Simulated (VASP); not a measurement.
GaP, 2 atoms in the cell. The structure is cubic, space group F-43m (No. 216). Conventional cell: a = 5.398 Å, b = 5.398 Å, c = 5.398 Å, α = 90.00°, β = 90.00°, γ = 90.00°. Ga (site symmetry -43m) has 4 P at 2.34 Å within 3.1 Å. P (site symmetry -43m) has 4 Ga at 2.34 Å within 3.1 Å. 

| Item | Value |
| --- | --- |
| Program | VASP 6.6.1 |
| Task | single point |
| Functional | PBEsol |
| Potentials or basis | VASP PAW PBE potentials, release 64 (Ga_d, P) |
| Cutoff | 520 eV |
| k mesh | 8 × 8 × 8 |
| Occupations | gaussian, width 0.01 eV |
| Spin | no spin polarisation |
| Dipole correction | no |
| Further INCAR settings | ALGO = Normal; EDIFF = 1e-06; NBANDS = 16 |

Potentials or basis: VASP PAW PBE potentials, release 64 (Ga_d, P).

The run is started by

```sh
$ cat potpaw_PBE.64/Ga_d/POTCAR potpaw_PBE.64/P/POTCAR > POTCAR
$ mpirun -np 1 vasp_std > vasp.out
```

Hardware: 1 thread of Intel Xeon 6975P-C, on a shared host.

Estimate the wall time of this run.

Run time: 17 s on 1 thread of Intel Xeon 6975P-C, on a shared host, peak memory 0.16 GiB. Counts: scf iterations 12, k points 29.
